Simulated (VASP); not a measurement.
# MnS in VASP: further runs, part 2 of 2

VASP 6.6.1.

## (6) Relaxation of cell and atoms, r2SCAN

This run uses another cell than the first one, of 22.13 Å³/atom.

Contents of POSCAR:

```
MnS
1.0
    3.9865930000      0.0000000000      0.0000000000
   -1.9932960000      3.4524930000      0.0000000000
    0.0000000000      0.0000000000      6.4308250000
Mn S
2 2
Direct
    0.3333000000      0.6667000000      0.0000000000
    0.6666000000      0.3333000000      0.5000000000
    0.3333000000      0.6667000000      0.3750000000
    0.6666000000      0.3333000000      0.8750000000
```

Contents of INCAR.step1:

```
SYSTEM = MnS
ALGO = Normal ; EDIFF = 1E-4
ENCUT = 600 ; GGA = PE
ISMEAR = -1 ; LASPH = .TRUE.
LCHARG = .FALSE. ; LREAL = .FALSE.
LWAVE = .TRUE. ; NELM = 60
PREC = Accurate ; SIGMA = 0.1
```

Contents of INCAR.step2:

```
SYSTEM = MnS
ALGO = Normal ; EDIFF = 1E-6
EDIFFG = -0.01 ; ENCUT = 600
IBRION = 2 ; ISIF = 3
ISMEAR = -1 ; ISTART = 1
LASPH = .TRUE. ; LCHARG = .FALSE.
LMIXTAU = .TRUE. ; LREAL = .FALSE.
LWAVE = .FALSE. ; METAGGA = R2SCAN
NELM = 60 ; NSW = 60
PREC = Accurate ; SIGMA = 0.1
```

Contents of KPOINTS:

```
k-points
0
G
  5 5 3
  0 0 0
```

Potentials or basis: VASP PAW PBE potentials, release 64 (Mn_pv, S).

Run with:

```
cat potpaw_PBE.64/Mn_pv/POTCAR potpaw_PBE.64/S/POTCAR > POTCAR
cp INCAR.step1 INCAR
mpirun -np 1 vasp_std > vasp.out
cp INCAR.step2 INCAR
mpirun -np 1 vasp_std > vasp.out
```

OUTCAR:

```text
SYSTEM = MnS
   EDIFF = 1E-6
   EDIFFG = -0.01
   ENCUT = 600
   IBRION = 2
   ISIF = 3
   ISMEAR = -1
   ISTART = 1
   LASPH = .TRUE.
   LREAL = .FALSE.
   METAGGA = R2SCAN
   NELM = 60
   NSW = 60
   PREC = Accurate

 ion  position               nearest neighbor table
   1  0.333  0.667  0.000-   3 2.41   4 2.44   4 2.44   4 2.44
   2  0.667  0.333  0.500-   4 2.41   3 2.44   3 2.44   3 2.44
   3  0.333  0.667  0.375-   1 2.41   2 2.44   2 2.44   2 2.44
   4  0.667  0.333  0.875-   2 2.41   1 2.44   1 2.44   1 2.44

  LATTYP: Found a hexagonal cell.
 ALAT       =     3.9865930000
 C/A-ratio  =     1.6131130015

  Lattice vectors:

 A1 = (   3.9865930000,   0.0000000000,   0.0000000000)
 A2 = (  -1.9932960000,   3.4524930000,   0.0000000000)
 A3 = (   0.0000000000,   0.0000000000,   6.4308250000)

Analysis of symmetry for initial positions (statically):
=====================================================================
 Subroutine PRICEL returns:
 Original cell was already a primitive cell.

 Routine SETGRP: Setting up the symmetry group for a
 hexagonal supercell.

 Subroutine GETGRP returns: Found  4 space group operations
 (whereof  1 operations were pure point group operations)
 out of a pool of 24 trial point group operations.

The static configuration has the point symmetry C_1 .
 The point group associated with its full space group is C_2v.

Analysis of symmetry for dynamics (positions and initial velocities):
[... 158 lines left out ...]

 E-fermi :   3.8423     XC(G=0):  -9.9171

 val. band max:        3.8279144889   @ k =   0.0000   0.0000   0.0000
 cond. band min:       3.9163694244   @ k =   0.0000   0.4000   0.3333
 fundamental gap:      0.0884549355
 Fermi energy:         3.8422868487

 k-point     1 :       0.0000    0.0000    0.0000
  band No.  band energies     occupation
      1     -45.7244      2.00000
      2     -45.7201      2.00000
      3     -45.7139      2.00000
      4     -45.7137      2.00000
      5     -45.7131      2.00000
      6     -45.7129      2.00000
[... 564 lines left out ...]
  FREE ENERGIE OF THE ION-ELECTRON SYSTEM (eV)
  ---------------------------------------------------
  free  energy   TOTEN  =       -46.0568430410 eV

  energy  without entropy=      -45.9500797759  energy(sigma->0) =      -46.00346141

[... ionic steps 4 to 12 ...]

--------------------------------------- Ionic step       13  -------------------------------------------

 number of electron      37.9999999 magnetization

------------------------ aborting loop because EDIFF is reached ----------------------------------------
[... 71 lines left out ...]
--------------------------------------- Ionic step       15  -------------------------------------------

 number of electron      37.9999999 magnetization

 Free energy of the ion-electron system (eV)
  ---------------------------------------------------
  ext. energy  EPLUGINS =         0.00000000
  ---------------------------------------------------
  free energy    TOTEN  =       -46.11338059 eV

  energy without entropy =      -46.01166598  energy(sigma->0) =      -46.06252329

 E-fermi :   7.4754     XC(G=0): -11.9587

 val. band max:        7.3661474995   @ k =  -0.2000  -0.4000   0.3333
 cond. band min:       7.4860237621   @ k =   0.0000   0.0000   0.3333
 fundamental gap:      0.1198762626
 Fermi energy:         7.4753886594

 k-point     1 :       0.0000    0.0000    0.0000
  band No.  band energies     occupation
      1     -42.1784      2.00000
      2     -42.1586      2.00000
      3     -42.0260      2.00000
      4     -42.0260      2.00000
      5     -42.0238      2.00000
      6     -42.0237      2.00000
[... 488 lines left out ...]
  FREE ENERGIE OF THE ION-ELECTRON SYSTEM (eV)
  ---------------------------------------------------
  free  energy   TOTEN  =       -46.1133805913 eV

  energy  without entropy=      -46.0116659817  energy(sigma->0) =      -46.06252329

 reached required accuracy - stopping structural energy minimisation
```

OSZICAR.step1:

```text
N       E                     dE             d eps       ncg     rms          rms(c)
DAV:   1     0.390464381316E+03    0.39046E+03   -0.23102E+04   860   0.190E+03
DAV:   2     0.805086272373E+01   -0.38241E+03   -0.37696E+03   856   0.480E+02
DAV:   3    -0.269165642333E+02   -0.34967E+02   -0.34434E+02  1063   0.132E+02
DAV:   4    -0.281307089905E+02   -0.12141E+01   -0.11857E+01  1060   0.213E+01
DAV:   5    -0.281684436931E+02   -0.37735E-01   -0.37591E-01  1052   0.418E+00    0.158E+01
DAV:   6    -0.313555498273E+02   -0.31871E+01   -0.97851E+01  1028   0.739E+01    0.284E+01
DAV:   7    -0.247721258227E+02    0.65834E+01   -0.59952E+01  1000   0.597E+01    0.604E+00
DAV:   8    -0.248617754570E+02   -0.89650E-01   -0.24114E+00   926   0.886E+00    0.204E+00
DAV:   9    -0.248391084380E+02    0.22667E-01   -0.25986E-01  1168   0.270E+00    0.107E+00
DAV:  10    -0.248381248718E+02    0.98357E-03   -0.39572E-02   978   0.183E+00    0.410E-01
DAV:  11    -0.248386936375E+02   -0.56877E-03   -0.21273E-03  1109   0.353E-01    0.157E-01
DAV:  12    -0.248387195419E+02   -0.25904E-04   -0.13148E-04   688   0.993E-02
   1 F= -.24838720E+02 E0= -.24680368E+02  d E =-.316704E+00
```

It took 51 min on 1 thread of Oxide Virtual Turin-like, shared host; peak memory 0.24 GiB.

What came out:

- Free energy: -46.1134 eV
- Relaxed volume: 15.15 Å³/atom
- Relaxed cell: a = 3.376 Å, b = 3.376 Å, c = 6.143 Å, α = 90.00°, β = 90.00°, γ = 120.00°
- Space group after relaxing (to 0.1 Å): P6_3mc (No. 186)
- Energy gained by relaxing: 630.5 meV/atom
- Ionic steps: 15
- Pressure after relaxing: 0.0 GPa
- Largest force after relaxing: 0.008 eV/Å
- Band gap on the k mesh: 0.05 eV (least direct gap 0.17 eV)

Forces in eV/Å, atoms in the order of the input:
```
Mn   0.000  0.000 -0.008
Mn   0.000  0.000 -0.008
S    0.000  0.000  0.008
S    0.000  0.000  0.008
```

The path:
| step | energy change (eV) | largest force (eV/Å) | pressure (GPa) | volume (Å³) |
| --- | --- | --- | --- | --- |
| 1 | 0.0000 | 0.1715 | -20.62 | 88.51 |
| 2 | -2.2801 | 0.2282 | 13.31 | 56.80 |
| 3 | -2.4656 | 0.0674 | -0.09 | 61.70 |
| 4 | -2.4645 | 0.0792 | 0.94 | 61.23 |
| 5 | -2.4758 | 0.2076 | -0.77 | 62.00 |
| 6 | -2.4765 | 0.2367 | -1.24 | 62.22 |
| 7 | -2.4851 | 0.1704 | -1.11 | 62.10 |
| 8 | -2.5005 | 0.0528 | -0.83 | 61.77 |
| 9 | -2.5154 | 0.2923 | -0.96 | 61.05 |
| 10 | -2.5152 | 0.1513 | -0.87 | 61.27 |
| 11 | -2.5160 | 0.2100 | -0.91 | 61.17 |
| 12 | -2.5218 | 0.0040 | 0.14 | 60.47 |
| 13 | -2.5220 | 0.0335 | -0.02 | 60.58 |
| 14 | -2.5220 | 0.0364 | -0.06 | 60.59 |
| 15 | -2.5221 | 0.0084 | -0.05 | 60.62 |

Final structure:
```xyz
4
Lattice="3.3756 0.0000 0.0000 -1.6878 2.9233 0.0000 0.0000 0.0000 6.1432" Properties=species:S:1:pos:R:3 pbc="T T T"
Mn   -0.0002    1.9488    0.0626
Mn    1.6876    0.9744    3.1342
S    -0.0002    1.9489    2.2411
S     1.6876    0.9744    5.3127
```

Caveat: the volume moved by over 15 % at a fixed basis, so the end points are rough; the smearing spreads over this small gap; the PAW data sets were made with another functional, which shifts forces and pressure a little.

## (7) Summary

```tsv
task	level	cell	cutoff (eV)	gap on the mesh (eV)	pressure (GPa)	relaxed volume (Å³/atom)	largest force (eV/Å)
single point	RPBE+D4	a = 3.251, b = 3.251, c = 6.262 Å, angles 90.0, 90.0, 120.0°, 4 atoms, atomic positions A	520	0.13	-0.2	-	-
single point	r2SCAN	a = 3.377, b = 3.377, c = 6.136 Å, angles 90.0, 90.0, 120.0°, 4 atoms, atomic positions B	520	0.03	0.0	-	0.01
single point	r2SCAN	a = 3.376, b = 3.376, c = 6.139 Å, angles 90.0, 90.0, 120.0°, 4 atoms, atomic positions C	520	0.04	0.0	-	-
relaxation of cell and atoms	RPBE+D4	relaxed from a = 3.987, b = 3.987, c = 6.431 Å, angles 90.0, 90.0, 120.0°, 4 atoms, atomic positions D	600	0.12	0.0	14.31	-
relaxation of cell and atoms	r2SCAN	relaxed from a = 3.987, b = 3.987, c = 6.431 Å, angles 90.0, 90.0, 120.0°, 4 atoms, atomic positions D	600	0.05	0.0	15.15	0.01
```

Alike in all rows: potentials or basis VASP PAW PBE potentials, release 64 (Mn_pv, S); no spin polarisation; k mesh 5 × 5 × 3; smearing fermi-dirac 0.1 eV.

Caveats: some runs use coarse meshes; the PAW data sets were made with another functional, which shifts forces and pressure a little; the smearing spreads over this small gap (at least some runs); the dispersion term is far too large for a dense solid, which distorts pressure and volume (at least some runs); the volume moved by over 15 % at a fixed basis, so the end points are rough (at least some runs).

Total energies depend on the potentials used, so only differences within one code and one set of settings carry meaning.

The gap in the log of VASP goes by the Fermi energy; the results here count the filled bands.